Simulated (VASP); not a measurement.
# Rh (I4/mmm) in VASP: a series of runs, part 2 of 2

VASP 6.6.1.

### 3 Relaxation of cell and atoms, r2SCAN

This run uses another cell than the first one, of 14.34 Å³/atom, 1.042 times its volume.

The input, POSCAR:

```
Rh
1.0
   -1.3307474527      1.3307474527      2.0245381180
    1.3307474527     -1.3307474527      2.0245381180
    1.3307474527      1.3307474527     -2.0245381180
Rh
1
Direct
    0.0000000000      0.0000000000      0.0000000000
```

The input, INCAR.step1:

```
SYSTEM = Rh
ALGO = Normal
EDIFF = 1E-4
ENCUT = 600
GGA = PE
ISMEAR = 0
LASPH = .TRUE.
LCHARG = .FALSE.
LREAL = .FALSE.
LWAVE = .TRUE.
NELM = 100
PREC = Accurate
SIGMA = 0.1
```

The input, INCAR.step2:

```
SYSTEM = Rh
ALGO = Normal
EDIFF = 1E-6
EDIFFG = -0.04
ENCUT = 600
IBRION = 2
ISIF = 3
ISMEAR = 0
ISTART = 1
LASPH = .TRUE.
LCHARG = .FALSE.
LMIXTAU = .TRUE.
LREAL = .FALSE.
LWAVE = .FALSE.
METAGGA = R2SCAN
NELM = 100
NSW = 90
PREC = Accurate
SIGMA = 0.1
```

The input, KPOINTS:

```
k-points
0
G
  8 8 8
  0 0 0
```

Potentials or basis: VASP PAW PBE potentials, release 64 (Rh_pv).

Command:

```
> cat potpaw_PBE.64/Rh_pv/POTCAR > POTCAR
> cp INCAR.step1 INCAR
> mpirun -np 1 vasp_std > vasp.out
> cp INCAR.step2 INCAR
> mpirun -np 1 vasp_std > vasp.out
```

OUTCAR:

```text
SYSTEM = Rh
   EDIFF = 1E-6
   EDIFFG = -0.04
   ENCUT = 600
   IBRION = 2
   ISIF = 3
   ISMEAR = 0
   ISTART = 1
   LASPH = .TRUE.
   LREAL = .FALSE.
   METAGGA = R2SCAN
   NELM = 100
   NSW = 90
   PREC = Accurate

 ion  position               nearest neighbor table
   1  0.000  0.000  0.000-

  LATTYP: Found a body centered tetragonal cell.
 ALAT       =     2.6614949054
 C/A-ratio  =     1.5213541186

  Lattice vectors:

 A1 = (  -1.3307474527,   1.3307474527,   2.0245381180)
 A2 = (   1.3307474527,  -1.3307474527,   2.0245381180)
 A3 = (   1.3307474527,   1.3307474527,  -2.0245381180)

Analysis of symmetry for initial positions (statically):
=====================================================================
 Subroutine PRICEL returns:
 Original cell was already a primitive cell.

 Routine SETGRP: Setting up the symmetry group for a
 body centered tetragonal supercell.

 Subroutine GETGRP returns: Found 16 space group operations
 (whereof 16 operations were pure point group operations)
 out of a pool of 16 trial point group operations.

The static configuration has the point symmetry D_4h.

Analysis of symmetry for dynamics (positions and initial velocities):
=====================================================================
[... 167 lines left out ...]
  in kB      -36.6005065    -36.6005065   -188.6073884      0.0000000      0.0000000      0.0000000
  external PRESSURE =     -87.2694671 kB  Pullay stress =       0.0000000 kB
[... 232 lines left out ...]
--------------------------------------- Ionic step        8  -------------------------------------------

 number of electron      15.0000002 magnetization

 Free energy of the ion-electron system (eV)
  ---------------------------------------------------
  ext. energy  EPLUGINS =         0.00000000
  ---------------------------------------------------
  free energy    TOTEN  =       -24.11306962 eV

  energy without entropy =      -24.10526594  energy(sigma->0) =      -24.10916778

 E-fermi :  11.6974     XC(G=0): -15.1615

 val. band max:       11.6786100817   @ k =  -0.2500   0.3750   0.2500
 cond. band min:      11.7482778684   @ k =   0.3750   0.0000  -0.0000
 fundamental gap:      0.0696677867
 Fermi energy:        11.6974374440

 k-point     1 :       0.0000    0.0000    0.0000
  band No.  band energies     occupation
      1     -36.0918      2.00000
      2     -36.0908      2.00000
      3     -36.0908      2.00000
      4       3.5156      2.00000
      5       8.5196      2.00000
      6       8.5310      2.00000
      7       8.5310      2.00000
      8      10.6016      2.00000
      9      10.6158      2.00000
     10      28.3591      0.00000
     11      29.1300      0.00000
[... 309 lines left out ...]
 k-point    24 :       0.3750    0.1250    0.1250
  band No.  band energies     occupation
      1     -36.7619      2.00000
      2     -36.4018      2.00000
      3     -36.2641      2.00000
      4       6.5318      2.00000
      5       7.3980      2.00000
      6       8.9676      2.00000
      7       9.5877      2.00000
      8      12.0768      0.00000
      9      17.3696      0.00000
     10      20.5186      0.00000
     11      28.4632      0.00000

 [... further k-points ...]
[... 5 lines left out ...]
  --------------------------------------------------------------------------------------
  -------------------------------------------------------------------------------------
  Total        0.0123833      0.0123833     -0.0052541      0.0000000      0.0000000      0.0000000
  in kB        1.4368812      1.4368812     -0.6096525      0.0000000      0.0000000      0.0000000
  external PRESSURE =       0.7547033 kB  Pullay stress =       0.0000000 kB
[... 16 lines left out ...]
  FREE ENERGIE OF THE ION-ELECTRON SYSTEM (eV)
  ---------------------------------------------------
  free  energy   TOTEN  =       -24.1130696238 eV

  energy  without entropy=      -24.1052659360  energy(sigma->0) =      -24.10916778

 reached required accuracy - stopping structural energy minimisation
```

OUTCAR.step1:

```text
SYSTEM = Rh
   EDIFF = 1E-4
   ENCUT = 600
   GGA = PE
   ISMEAR = 0
   LASPH = .TRUE.
[... 555 lines left out ...]
 -----------------------------------------------------------------------------------
      0.00000      0.00000      0.00000         0.000000      0.000000      0.000000
 -----------------------------------------------------------------------------------
    total drift:                                0.000000     -0.000000     -0.000000

  FREE ENERGIE OF THE ION-ELECTRON SYSTEM (eV)
  ---------------------------------------------------
  free  energy   TOTEN  =        -7.1968701037 eV

  energy  without entropy=       -7.1854567197  energy(sigma->0) =       -7.19116341
```

OSZICAR.step1:

```text
N       E                     dE             d eps       ncg     rms          rms(c)
DAV:   1     0.126270486273E+03    0.12627E+03   -0.10037E+04  1298   0.159E+03
DAV:   2    -0.593762082771E+01   -0.13221E+03   -0.12668E+03  1331   0.411E+02
DAV:   3    -0.766716987566E+01   -0.17295E+01   -0.17176E+01  1487   0.523E+01
DAV:   4    -0.767805007760E+01   -0.10880E-01   -0.10878E-01  1430   0.424E+00
DAV:   5    -0.767822932220E+01   -0.17924E-03   -0.17924E-03  1457   0.512E-01    0.923E+00
DAV:   6    -0.721219082521E+01    0.46604E+00   -0.12000E+00  1352   0.158E+01    0.316E+00
DAV:   7    -0.719990474384E+01    0.12286E-01   -0.16288E-02  1430   0.157E+00    0.160E+00
DAV:   8    -0.719697124248E+01    0.29335E-02   -0.31816E-03  1370   0.904E-01    0.163E-01
DAV:   9    -0.719686728240E+01    0.10396E-03   -0.85774E-05   871   0.157E-01    0.124E-02
DAV:  10    -0.719687010373E+01   -0.28213E-05   -0.68191E-06   664   0.372E-02
   1 F= -.71968701E+01 E0= -.71911634E+01  d E =-.114134E-01
```

Run time: 95 s. Hardware: 1 thread of Intel Xeon 6975P-C (Granite Rapids), shared host; peak memory 0.15 GiB.

What came out:

| Quantity | Value |
| --- | --- |
| Free energy | -24.1131 eV |
| Relaxed volume | 13.81 Å³/atom |
| Relaxed cell | a = 2.693 Å, b = 2.693 Å, c = 2.693 Å, α = 120.03°, β = 120.03°, γ = 89.94° |
| Space group after relaxing (to 0.05 Å) | Fm-3m (No. 225) |
| Energy gained by relaxing | 50.5 meV/atom |
| Ionic steps | 8 |
| Pressure after relaxing | 0.1 GPa |

Stress tensor (GPa, compression positive):
```
 0.14  0.00  0.00
 0.00  0.14  0.00
 0.00  0.00 -0.06
```

Step by step:
```tsv
step	energy change (eV)	largest force (eV/Å)	pressure (GPa)	volume (Å³)
1	0.0000	0.0000	-8.73	14.34
2	0.0316	0.0000	27.11	12.76
3	-0.0349	0.0000	3.93	13.64
4	-0.0493	0.0000	-0.39	13.83
5	-0.0505	0.0000	0.37	13.79
6	-0.0505	0.0000	0.50	13.79
7	-0.0504	0.0000	-0.90	13.85
8	-0.0505	0.0000	0.08	13.81
```

Final structure:
```xyz
1
Lattice="-1.3460 1.3460 1.9055 1.3460 -1.3460 1.9055 1.3460 1.3460 -1.9055" Properties=species:S:1:pos:R:3 pbc="T T T"
Rh    0.0000    0.0000    0.0000
```

Levels at points of the mesh, in eV from the Fermi level:
```csv
k point,band 3,band 4,band 5,band 6,band 7,band 8,band 9,band 10,band 11
"(0.00, 0.00, 0.00)",-47.79,-8.18,-3.18,-3.17,-3.17,-1.10,-1.08,16.66,17.43
"(0.50, 0.00, 0.00)",-47.89,-6.33,-3.29,-3.28,0.56,0.57,0.88,9.01,17.43
"(0.50, 0.50, 0.00)",-48.07,-6.53,-6.16,0.49,1.02,1.03,3.45,12.80,13.93
"(0.50, 0.50, 0.50)",-48.07,-6.53,-6.16,0.49,1.02,1.02,3.42,12.77,13.96
```

Caveat: the k points lie up to 0.41 Å⁻¹ apart in the final cell; the PAW data sets were made with another functional, which shifts forces and pressure a little.
